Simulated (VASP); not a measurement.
Wanted: the native input for a VASP 6.6.1 run.

```yaml
Task: relaxation of cell and atoms
Functional: BLYP
Dispersion: D4
Potentials_or_basis: VASP PAW PBE potentials, release 64 (Zn, S)
Cutoff: 600 eV
k_mesh: 8 × 8 × 2
Occupations: fermi-dirac, width 0.05 eV
Spin: no spin polarisation
Dipole_correction: no
Further_INCAR_settings: ALGO = Normal; EDIFF = 1e-06; IBRION = 2; EDIFFG = -0.01; NSW = 60; ISIF = 3
```

The structure of ZnS lies in POSCAR:

```
ZnS
1.0
    3.8120000000      0.0000000000      0.0000000000
   -1.9060000000      3.3012888392      0.0000000000
    0.0000000000      0.0000000000     18.6899900000
Zn S
6 6
Direct
    0.3333333333      0.6666666667      0.8333300000
    0.6666666667      0.3333333333      0.3333300000
    0.6666666667      0.3333333333      0.6666700000
    0.3333333333      0.6666666667      0.1666700000
    0.0000000000      0.0000000000      0.5000000000
    0.0000000000      0.0000000000      0.0000000000
    0.3333333333      0.6666666667      0.9583300000
    0.6666666667      0.3333333333      0.4583300000
    0.6666666667      0.3333333333      0.7916700000
    0.3333333333      0.6666666667      0.2916700000
    0.0000000000      0.0000000000      0.6250000000
    0.0000000000      0.0000000000      0.1250000000
```

One way to write it, as run:

INCAR

```
SYSTEM = ZnS
PREC = Accurate
ENCUT = 600
EDIFF = 1E-6
ISMEAR = -1
SIGMA = 0.05
LREAL = .False.
LASPH = .True.
NELM = 100
ALGO = Normal
ISIF = 3
LWAVE = .False.
LCHARG = .False.
GGA = B5
ALDAX = 1.0
AGGAX = 1.0
AGGAC = 1.0
ALDAC = 0.0
IVDW = 13
VDW_S6 = 1.0
VDW_S8 = 2.34076671
VDW_A1 = 0.44488865
VDW_A2 = 4.0933009
IBRION = 2
NSW = 60
EDIFFG = -0.01
```

KPOINTS

```
Automatic mesh
0
Gamma
  8 8 2
  0 0 0
```

Potentials or basis: VASP PAW PBE potentials, release 64 (Zn, S).

The run is started by

```bash
$ cat potpaw_PBE.64/Zn/POTCAR potpaw_PBE.64/S/POTCAR > POTCAR
$ mpirun -np 1 vasp_std > vasp.out
```

It gave:

The relaxed volume is 19.76 Å³/atom and the relaxed cell is a = 3.820 Å, b = 3.820 Å, c = 18.759 Å, α = 90.00°, β = 90.00°, γ = 120.00°. The space group after relaxing (to 0.1 Å) is P6_3mc (No. 186) and the energy gained by relaxing is 0.4 meV/atom. The ionic steps are 6. The pressure after relaxing is 0.0 GPa. The largest force after relaxing is 0.008 eV/Å. The band gap on the k mesh is 2.14 eV. The dispersion energy per atom is -0.577 eV.

Caveat: the PAW data sets were made with another functional, which shifts forces and pressure a little.

Run time: 35 min on 1 thread of Oxide Virtual Turin-like Processor (shared host), peak memory 0.51 GiB.
